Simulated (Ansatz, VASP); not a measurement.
**C in VASP and in Ansatz**

File INCAR:

```
SYSTEM = C
PREC     = Accurate       ! precision mode
ENCUT    = 520            ! plane-wave cutoff, eV
EDIFF    = 1E-7           ! SCF threshold, eV
ISMEAR   = 0              ! smearing method
SIGMA    = 0.15           ! smearing width, eV
LREAL    = .FALSE.        ! projectors in reciprocal space
LASPH    = .TRUE.         ! aspherical terms in the spheres
NELM     = 100            ! most SCF steps
ALGO     = Normal         ! electronic algorithm
ISIF     = 2              ! what is computed and relaxed
LWAVE    = .FALSE.        ! write WAVECAR
LCHARG   = .FALSE.        ! write CHGCAR
GGA      = PS             ! functional
IVDW     = 12             ! dispersion correction
NBANDS   = 11             ! bands
```

File KPOINTS:

```
Automatic mesh
0
G
  21 21 12
  0 0 0
```

The input POSCAR:

```
C
1.0
    2.4372596835      0.0000000000      0.0000000000
   -1.2186298418      2.1107288015      0.0000000000
    0.0000000000      0.0000000000      3.5001875387
C
2
Direct
    0.3333333333      0.6666666667      0.0000000000
    0.6666666667      0.3333333333      0.0000000000
```

Input for Ansatz:

```yaml
crystal:
  lattice:
    - [2.4372596835, 0.0, 0.0]
    - [-1.2186298418, 2.1107288015, 0.0]
    - [0.0, 0.0, 3.5001875387]
  atoms:
    - { symbol: C, position: [0.3333333333, 0.6666666667, 0.0] }
    - { symbol: C, position: [0.6666666667, 0.3333333333, 0.0] }
basis:
  ecutwfc: 520.0
kpoints:
  mp_grid: { grid: [21, 21, 12] }
hamiltonian:
  xc: pbesol
  pseudopotentials: { kind: paw, azcp: { folder: soft_1 } }
  dispersion: d3bj
scf:
  occupations: { method: gaussian, width: 0.15 }
output:
  forces: true
  stress: true
  eigenvalues: true
```

Change from the starting cell: mode 6 frozen in at +0.000 Å, equal normal strain along x, y and z -0.0083.

Alike in both runs: task single point; functional PBEsol; dispersion D3(BJ); k mesh 21 × 21 × 12; occupations gaussian, width 0.15 eV; no spin polarisation.

|  | VASP | Ansatz |
| --- | --- | --- |
| version | VASP 6.6.1 | Ansatz 0.2.0 |
| potentials or method | VASP PAW PBE potentials, release 64 (C), cutoff 520 eV | scalar-relativistic, plane waves, PAW |
| valence electrons in the cell | 8 | 8 |

|  | VASP | Ansatz | Ansatz less VASP |
| --- | --- | --- | --- |
| gap on the k mesh at the Fermi level (eV) | none | none | - |
| pressure (GPa) | 8.1 | 7.4 | -0.73 |
| traceless stress, the component that is largest in VASP (GPa) | -7.97 | -7.17 | +0.800 |

VASP's potentials were made for PBE, not for PBEsol, and Ansatz warns of the same on its side. A gap of «none» marks a metal or a gap that the smearing closes.
